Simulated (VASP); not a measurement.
Si3N4, 21 atoms in the cell. The cell holds an amorphous packing of atoms, 21 atoms: a = 6.463 Å, b = 6.267 Å, c = 5.985 Å, α = 85.43°, β = 84.83°, γ = 85.47°. 

- Program: VASP 6.6.1
- Task: single point
- Functional: PBE
- Potentials or basis: VASP PAW PBE potentials, release 64 (Si, N)
- Cutoff: 520 eV
- k mesh: 1 × 1 × 1, shifted
- Occupations: fermi-dirac, width 0.05 eV
- Spin: no spin polarisation
- Dipole correction: no
- Further INCAR settings: LREAL = Auto; ALGO = Normal; EDIFF = 1e-06; NBANDS = 64; ISYM = 0

Potentials or basis: VASP PAW PBE potentials, release 64 (Si, N).

Run with:

```sh
$ cat potpaw_PBE.64/Si/POTCAR potpaw_PBE.64/N/POTCAR > POTCAR
$ mpirun -np 1 vasp_std > vasp.out
```

Hardware: 1 thread of AMD EPYC 9R45 96-Core Processor (Zen 5) (shared host).

How long does it take, and how much memory?

Wall time 27 s on 1 thread of AMD EPYC 9R45 96-Core Processor (Zen 5), with other jobs on the host, peak memory 0.27 GiB. Counts: scf iterations 17, k points 1.
